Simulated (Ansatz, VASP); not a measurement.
One calculation of As, two programs

INCAR

```
PREC     = Accurate       # precision mode
ENCUT    = 520            # plane-wave cutoff, eV
EDIFF    = 1E-7           # SCF threshold, eV
ISMEAR   = -1             # smearing method
SIGMA    = 0.1            # smearing width, eV
LREAL    = F              # projectors in reciprocal space
LASPH    = T              # aspherical terms in the spheres
NELM     = 100            # most SCF steps
ALGO     = Normal         # electronic algorithm
ISIF     = 2              # what is computed and relaxed
LWAVE    = F              # write WAVECAR
LCHARG   = F              # write CHGCAR
GGA      = RP             # functional
NBANDS   = 12             # bands
```

File KPOINTS:

```
regular mesh
0
Gamma
  13 13 10
```

The input POSCAR:

```
As
1.0
   -4.8740877755      5.2758240751      1.4479567268
    5.2758240751     -4.8740877755      1.4479567268
    2.5741413419      2.5741413419     -0.7121759582
As
2
Direct
    0.9360465993      0.0639534007      1.0000000000
    0.8139534007      0.1860465993      0.5000000000
```

Input for Ansatz:

```yaml
crystal:
  lattice:
    - [-4.8740877755, 5.2758240751, 1.4479567268]
    - [5.2758240751, -4.8740877755, 1.4479567268]
    - [2.5741413419, 2.5741413419, -0.7121759582]
  atoms:
    - { symbol: As, position: [0.9360465993, 0.0639534007, 1.0] }
    - { symbol: As, position: [0.8139534007, 0.1860465993, 0.5] }
hamiltonian:
  xc: rpbe
  pseudopotentials:
    kind: paw
    azcp:
      As: "pseudopotentials/As.paw.azcp"
basis:
  ecutwfc: 420
  fft_grid_basis: typed
kpoints:
  mp_grid: { grid: [13, 13, 10], shift: [0, 0, 0] }
magnetization:
  spin_polarized: false
scf:
  occupations: { method: fermi_dirac, width: 0.1 }
  lower_state_search: "off"
output:
  stress: true
  write_density: true
  write_potential: true
  elf: true
  volumetric_format: npy
```

Alike in both runs: task single point; functional RPBE; k mesh 13 × 13 × 10; occupations fermi-dirac, width 0.1 eV; no spin polarisation.

```csv
,VASP,Ansatz
version,VASP 6.6.1,Ansatz 0.2.0
potentials or method,"VASP PAW PBE potentials, release 64 (As), cutoff 520 eV","plane waves (420 eV) with PAW, scalar-relativistic"
valence electrons in the cell,10,30
```

```tsv
	VASP	Ansatz	Ansatz less VASP
pressure (GPa)	-2.4	-2.5	-0.08
traceless stress, the component that is largest in VASP (GPa)	-0.37	-0.34	+0.030
```

VASP's potentials were made for PBE, not for RPBE. The functional is the same, so the differences come from potentials, cutoffs and numerics. VASP's potentials hold 10 valence electrons a cell and Ansatz's 30, so a difference there can come from the potentials and not from the codes.
